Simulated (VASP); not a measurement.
# BaTe (F-43m) in VASP: settings compared

BaTe is run at these levels: LDA, r2SCAN; tasks: single point.

Program: VASP 6.6.1. These are calculated values, not measurements. Logs are shortened: lines on timing, memory, paths and dates and some standing lists are left out, and cuts for length are marked.

## Step 1: The cell of the first run

It takes space group F-43m (No. 216, cubic). The conventional cell has a = 7.828 Å, b = 7.828 Å, c = 7.828 Å, α = 90.00°, β = 90.00°, γ = 90.00°. Ba (site symmetry -43m) has 4 Te at 3.39 Å within 4.5 Å. Within 4.5 Å of Te (site symmetry -43m) lie 4 Ba at 3.39 Å.

## Step 2: Single point, LDA

The input, INCAR:

```
PREC     = Accurate       # precision mode
ENCUT    = 520            # plane-wave cutoff, eV
EDIFF    = 1E-7           # SCF threshold, eV
ISMEAR   = 0              # smearing method
SIGMA    = 0.01           # smearing width, eV
LREAL    = False          # projectors in reciprocal space
LASPH    = True           # aspherical terms in the spheres
NELM     = 100            # most SCF steps
ALGO     = Normal         # electronic algorithm
ISIF     = 2              # what is computed and relaxed
LWAVE    = False          # write WAVECAR
LCHARG   = False          # write CHGCAR
GGA      = CA             # functional
NBANDS   = 15             # bands
```

The input, KPOINTS:

```
Automatic mesh
0
Gamma
  6 6 6
```

The input, POSCAR:

```
BaTe
1.0
    0.0000000000      3.9141586740      3.9141586740
    3.9141586740      0.0000000000      3.9141586740
    3.9141586740      3.9141586740      0.0000000000
Ba Te
1 1
Direct
    0.0000000000      0.0000000000      0.0000000000
    0.2500000000      0.2500000000      0.2500000000
```

Potentials or basis: VASP PAW LDA potentials, release 64 (Ba_sv, Te).

On the command line:

```
cat potpaw_LDA.64/Ba_sv/POTCAR potpaw_LDA.64/Te/POTCAR > POTCAR
mpirun -np 1 vasp_std > vasp.out
```

OUTCAR:

```text
PREC = Accurate
   ENCUT = 520
   EDIFF = 1E-7
   ISMEAR = 0
   LREAL = False
   LASPH = True
   NELM = 100
   ISIF = 2
   GGA = CA

 ion  position               nearest neighbor table
   1  0.000  0.000  0.000-   2 3.39   2 3.39   2 3.39   2 3.39
   2  0.250  0.250  0.250-   1 3.39   1 3.39   1 3.39   1 3.39

  LATTYP: Found a face centered cubic cell.
 ALAT       =     7.8283173480

  Lattice vectors:

 A1 = (   0.0000000000,   3.9141586740,   3.9141586740)
 A2 = (   3.9141586740,   0.0000000000,   3.9141586740)
 A3 = (   3.9141586740,   3.9141586740,   0.0000000000)

Analysis of symmetry for initial positions (statically):
=====================================================================
 Subroutine PRICEL returns:
 Original cell was already a primitive cell.

 Routine SETGRP: Setting up the symmetry group for a
 face centered cubic supercell.

 Subroutine GETGRP returns: Found 24 space group operations
 (whereof 24 operations were pure point group operations)
 out of a pool of 48 trial point group operations.

The static configuration has the point symmetry T_d .

Analysis of symmetry for dynamics (positions and initial velocities):
=====================================================================
 Subroutine PRICEL returns:
 Original cell was already a primitive cell.

 Routine SETGRP: Setting up the symmetry group for a
 face centered cubic supercell.

 Subroutine GETGRP returns: Found 24 space group operations
 (whereof 24 operations were pure point group operations)
 out of a pool of 48 trial point group operations.

The dynamic configuration has the point symmetry T_d .

 Subroutine INISYM returns: Found 24 space group operations
 (whereof 24 operations are pure point group operations),
 and found     1 'primitive' translations

----------------------------------------------------------------------------------------

                                     Primitive cell

  volume of cell :     119.9348

  direct lattice vectors                    reciprocal lattice vectors
     0.000000000  3.914158674  3.914158674    -0.127741372  0.127741372  0.127741372
     3.914158674  0.000000000  3.914158674     0.127741372 -0.127741372  0.127741372
     3.914158674  3.914158674  0.000000000     0.127741372  0.127741372 -0.127741372

  length of vectors
     5.535456282  5.535456282  5.535456282     0.221254547  0.221254547  0.221254547

  position of ions in fractional coordinates (direct lattice)
     0.000000000  0.000000000  0.000000000
     0.250000000  0.250000000  0.250000000

  ion indices of the primitive-cell ions
   primitive index   ion index
                 1           1
                 2           2

----------------------------------------------------------------------------------------

 KPOINTS: Automatic mesh

Automatic generation of k-mesh.
 Grid dimensions read from file:
 generate k-points for:    6    6    6

 Generating k-lattice:

  Cartesian coordinates                     Fractional coordinates (reciprocal lattice)
    -0.021290229  0.021290229  0.021290229     0.166666667  0.000000000  0.000000000
     0.021290229 -0.021290229  0.021290229     0.000000000  0.166666667  0.000000000
     0.021290229  0.021290229 -0.021290229     0.000000000  0.000000000  0.166666667

  Length of vectors
     0.036875758  0.036875758  0.036875758

  Shift w.r.t. Gamma in fractional coordinates (k-lattice)
     0.000000000  0.000000000  0.000000000

 Subroutine IBZKPT returns following result:
 ===========================================

 Found     16 irreducible k-points:

 Following reciprocal coordinates:
            Coordinates               Weight
  0.000000  0.000000  0.000000      1.000000
  0.166667  0.000000  0.000000      8.000000
  0.333333  0.000000  0.000000      8.000000
  0.500000  0.000000  0.000000      4.000000
  0.166667  0.166667  0.000000      6.000000
  0.333333  0.166667  0.000000     24.000000
[... 8 lines left out ...]
 -0.333333  0.333333  0.166667     24.000000
 -0.333333  0.500000  0.166667     12.000000
   k-points           NKPTS =     16   k-points in BZ     NKDIM =     16   number of bands    NBANDS=     15
   number of dos      NEDOS =    301   number of ions     NIONS =      2
   total plane-waves  NPLWV =  74088
   dimension x,y,z NGX =    42 NGY =   42 NGZ =   42
   dimension x,y,z NGXF=    84 NGYF=   84 NGZF=   84
   ions per type =               1   1
   NGX,Y,Z   is equivalent  to a cutoff of  12.61, 12.61, 12.61 a.u.
   NGXF,Y,Z  is equivalent  to a cutoff of  25.23, 25.23, 25.23 a.u.
 SYSTEM =  unknown system
   PREC   = accura    normal or accurate (medium, high low for compatibility)
   ISTART =      0    job   : 0-new  1-cont  2-samecut
   ICHARG =      2    charge: 1-file 2-atom 10-const
   ISPIN  =      1    spin polarized calculation?
   LNONCOLLINEAR =      F non collinear calculations
   LSORBIT =      F    spin-orbit coupling
   LASPH  =      T    aspherical Exc in radial PAW
   ENCUT  =  520.0 eV  38.22 Ry    6.18 a.u.  10.29 10.29 10.29*2*pi/ulx,y,z
   NELM   =    100;   NELMIN=  2; NELMDL= -5     # of ELM steps
   EDIFF  = 0.1E-06   stopping-criterion for ELM
   LREAL  =      F    real-space projection
   EDIFFG = 0.1E-05   stopping-criterion for IOM
   NSW    =      0    number of steps for IOM
   IBRION =     -1    ionic relax: 0-MD 1-quasi-New 2-CG
   NFREE  =      0    steps in history (QN), initial steepest desc. (CG)
   ISIF   =      2    stress and relaxation
   ISYM   =      2    0-nonsym 1-usesym 2-fastsym
   POTIM  = 0.5000    time-step for ionic-motion
   TEBEG  =    0.0;   TEEND  =   0.0 temperature during run
   PSTRESS=    0.0 pullay stress
   NELECT =      16.0000    total number of electrons
   NUPDOWN=      -1.0000    fix difference up-down
   EMIN   =  10.00;   EMAX   =-10.00  energy-range for DOS
   EFERMI =   0.00;   METHOD = LEGACY
   ISMEAR =     0;   SIGMA  =   0.01  broadening in eV -4-tet -1-fermi 0-gaus
   EFERMI_NEDOS =   21; number of points for ismear=-14 and -15
   IALGO  =     38    algorithm
   IMIX   =      4    mixing-type and parameters
     AMIX     =   0.40;   BMIX     =  1.00
     AMIX_MAG =   1.60;   BMIX_MAG =  1.00
  volume/ion in A,a.u.               =      59.97       404.68
  Fermi-wavevector in a.u.,A,eV,Ry     =   0.836501  1.580757  9.520455  0.699734
  Thomas-Fermi vector in A             =   1.950236
   LORBIT       =      0    0 simple, 1 ext, 2 COOP (PROOUT), +10 PAW based schemes
   GGA     = CA    functional components
   LHFCALC =     F    Hartree Fock is set to
   AEXX    =    0.0000 exact exchange contribution
   IVDW    =     0    specifies the selected vdW correction
   LEPSILON=     F    determine dielectric tensor
   LRPA    =     F    only Hartree local field effects (RPA)
 non-spin polarized calculation
 Gauss-broadening in eV      SIGMA  =   0.01
  energy-cutoff  :      520.00
  volume of cell :      119.93
 maximum number of plane-waves:      3250
 NGX is ok and might be reduce to    42
   NGX = 21   NGY = 21   NGZ = 21

 number of electron      16.0000000 magnetization

 Free energy of the ion-electron system (eV)
  ---------------------------------------------------
  ext. energy  EPLUGINS =         0.00000000
  ---------------------------------------------------
  free energy    TOTEN  =        -8.83444957 eV

  energy without entropy =       -8.83444957  energy(sigma->0) =       -8.83444957

 E-fermi :  -0.0665     XC(G=0):  -7.0550

 val. band max:       -0.1924849418   @ k =  -0.3333   0.5000   0.1667
 cond. band min:       2.1211465367   @ k =   0.0000   0.0000   0.0000
 fundamental gap:      2.3136314785
 Fermi energy:        -0.0664632673

 k-point     1 :       0.0000    0.0000    0.0000
  band No.  band energies     occupation
      1     -27.0181      2.00000
      2     -12.2209      2.00000
      3     -12.2209      2.00000
      4     -12.2209      2.00000
      5      -8.9912      2.00000
      6      -0.6365      2.00000
      7      -0.6365      2.00000
      8      -0.6365      2.00000
      9       2.1211      0.00000
     10       3.8268      0.00000
     11       3.8268      0.00000
     12       5.7824      0.00000
     13       5.7824      0.00000
     14       5.7824      0.00000
     15       7.5537      0.00000

 k-point     2 :       0.1667    0.0000    0.0000
  band No.  band energies     occupation
      1     -27.0172      2.00000
      2     -12.2673      2.00000
      3     -12.2246      2.00000
      4     -12.2246      2.00000
      5      -8.9189      2.00000
      6      -0.7881      2.00000
      7      -0.5866      2.00000
      8      -0.5866      2.00000
      9       2.6727      0.00000
     10       3.7054      0.00000
     11       3.7054      0.00000
     12       5.4690      0.00000
     13       6.0103      0.00000
     14       6.0103      0.00000
     15       6.4332      0.00000

 k-point     3 :       0.3333    0.0000    0.0000
  band No.  band energies     occupation
      1     -27.0155      2.00000
      2     -12.3547      2.00000
      3     -12.2319      2.00000
      4     -12.2319      2.00000
      5      -8.7818      2.00000
      6      -0.9228      2.00000
      7      -0.4938      2.00000
      8      -0.4938      2.00000
      9       3.5251      0.00000
     10       3.7495      0.00000
     11       3.7495      0.00000
     12       4.5818      0.00000
     13       5.5245      0.00000
     14       5.5245      0.00000
     15       6.0401      0.00000

 k-point     4 :       0.5000    0.0000    0.0000
  band No.  band energies     occupation
      1     -27.0146      2.00000
      2     -12.3960      2.00000
      3     -12.2356      2.00000
      4     -12.2356      2.00000
      5      -8.7168      2.00000
      6      -0.9286      2.00000
      7      -0.4518      2.00000
      8      -0.4518      2.00000
      9       3.6472      0.00000
     10       4.0150      0.00000
     11       4.0150      0.00000
     12       4.1212      0.00000
     13       4.9186      0.00000
     14       4.9186      0.00000
     15       6.9617      0.00000
[... 163 lines left out ...]
 k-point    14 :       0.5000    0.3333    0.1667
  band No.  band energies     occupation
      1     -27.0143      2.00000
      2     -12.3823      2.00000
      3     -12.2595      2.00000
      4     -12.2435      2.00000
      5      -8.6907      2.00000
      6      -0.9635      2.00000
      7      -0.5039      2.00000
      8      -0.3338      2.00000
      9       2.9188      0.00000
     10       3.5951      0.00000
     11       4.2674      0.00000
     12       5.0688      0.00000
     13       5.2369      0.00000
     14       5.5829      0.00000
     15       6.7627      0.00000

 k-point    15 :      -0.3333    0.3333    0.1667
  band No.  band energies     occupation
      1     -27.0137      2.00000
      2     -12.4004      2.00000
      3     -12.2687      2.00000
      4     -12.2486      2.00000
      5      -8.6470      2.00000
      6      -0.8123      2.00000
      7      -0.6529      2.00000
      8      -0.2731      2.00000
      9       2.7471      0.00000
     10       3.5329      0.00000
     11       4.1833      0.00000
     12       5.1086      0.00000
     13       5.4068      0.00000
     14       5.7885      0.00000
     15       7.0780      0.00000

 k-point    16 :      -0.3333    0.5000    0.1667
  band No.  band energies     occupation
      1     -27.0134      2.00000
      2     -12.4101      2.00000
      3     -12.2668      2.00000
      4     -12.2566      2.00000
      5      -8.6250      2.00000
      6      -0.9884      2.00000
      7      -0.4810      2.00000
      8      -0.1925      2.00000
      9       2.5508      0.00000
     10       3.4802      0.00000
     11       4.4154      0.00000
     12       4.7716      0.00000
     13       5.4115      0.00000
     14       6.7283      0.00000
     15       6.8581      0.00000

------------------------ aborting loop because EDIFF is reached ----------------------------------------

  FORCE on cell =-STRESS in cart. coord.  units (eV):
  Direction    XX          YY          ZZ          XY          YZ          ZX
  --------------------------------------------------------------------------------------
  -------------------------------------------------------------------------------------
  Total       -0.9648051     -0.9648051     -0.9648051      0.0000000      0.0000000      0.0000000
  in kB      -12.8885753    -12.8885753    -12.8885753      0.0000000      0.0000000      0.0000000
  external PRESSURE =     -12.8885753 kB  Pullay stress =       0.0000000 kB

 VOLUME and BASIS-vectors are now :
 -----------------------------------------------------------------------------
  energy-cutoff  :      520.00
  volume of cell :      119.93
      direct lattice vectors                 reciprocal lattice vectors
     0.000000000  3.914158674  3.914158674    -0.127741372  0.127741372  0.127741372
     3.914158674  0.000000000  3.914158674     0.127741372 -0.127741372  0.127741372
     3.914158674  3.914158674  0.000000000     0.127741372  0.127741372 -0.127741372

 POSITION                                       TOTAL-FORCE (eV/Angst)
 -----------------------------------------------------------------------------------
      0.00000      0.00000      0.00000         0.000000     -0.000000     -0.000000
      1.95708      1.95708      1.95708        -0.000000      0.000000      0.000000
 -----------------------------------------------------------------------------------
    total drift:                                0.000000      0.000000      0.000000

  FREE ENERGIE OF THE ION-ELECTRON SYSTEM (eV)
  ---------------------------------------------------
  free  energy   TOTEN  =        -8.8344495692 eV

  energy  without entropy=       -8.8344495692  energy(sigma->0) =       -8.83444957
```

Wall time 14 s (1 thread of Intel Xeon 6975P-C (Granite Rapids), shared host); peak memory 0.21 GiB.

What came out:

| Property | Result |
| --- | --- |
| Free energy | -8.8344 eV |
| Pressure | -1.3 GPa |
| Band gap on the k mesh | 2.31 eV (least direct gap 2.74 eV) |

Caveat: spin-orbit coupling is left out, which moves the levels of the heavy elements. A k mesh can miss the band edges.

## Step 3: Single point, r2SCAN

POSCAR is that of step 2.

The input, INCAR.step1:

```
  PREC = Accurate
  ENCUT = 520
  ISMEAR = -1
  SIGMA = 0.02
  LREAL = F
  LASPH = T
  NELM = 80
  NBANDS = 15
  GGA = PE
  ALGO = Normal
  EDIFF = 1E-4
  LWAVE = T
  LCHARG = F
```

The input, INCAR.step2:

```
  PREC = Accurate
  ENCUT = 520
  EDIFF = 1E-6
  ISMEAR = -1
  SIGMA = 0.02
  LREAL = F
  LASPH = T
  NELM = 80
  ALGO = Normal
  ISIF = 2
  LWAVE = F
  LCHARG = F
  METAGGA = R2SCAN
  LMIXTAU = T
  NBANDS = 15
  ISTART = 1
```

KPOINTS is that of step 2.

Potentials or basis: VASP PAW PBE potentials, release 64 (Ba_sv, Te).

On the command line:

```
cat potpaw_PBE.64/Ba_sv/POTCAR potpaw_PBE.64/Te/POTCAR > POTCAR
cp INCAR.step1 INCAR
mpirun -np 1 vasp_std > vasp.out
cp INCAR.step2 INCAR
mpirun -np 1 vasp_std > vasp.out
```

Run time: 66 s. Hardware: 1 thread of Intel Xeon 6975P-C (Granite Rapids), shared host; peak memory 0.29 GiB.

It converged, with:

```yaml
Free_energy: -55.3754 eV
Pressure: 0.2 GPa
Band_gap_on_the_k_mesh: 2.95 eV (least direct gap 3.18 eV)
```

Levels at points of the mesh, in eV from the valence-band top:
```
           k point  band 4  band 5  band 6  band 7  band 8  band 9  band 10  band 11  band 12  band 13
(0.00, 0.00, 0.00)  -12.45   -9.00   -0.43   -0.43   -0.43    2.95     4.60     4.60     6.55     6.55
(0.50, 0.00, 0.00)  -12.46   -8.71   -0.69   -0.24   -0.24    4.37     4.80     4.80     4.99     5.68
(0.50, 0.50, 0.00)  -12.48   -8.62   -0.96    0.00    0.00    3.18     4.37     5.48     5.48     5.54
```

Caveat: the PAW data sets were made with another functional, which shifts forces and pressure a little; spin-orbit coupling is left out, which moves the levels of the heavy elements. A k mesh can miss the band edges.
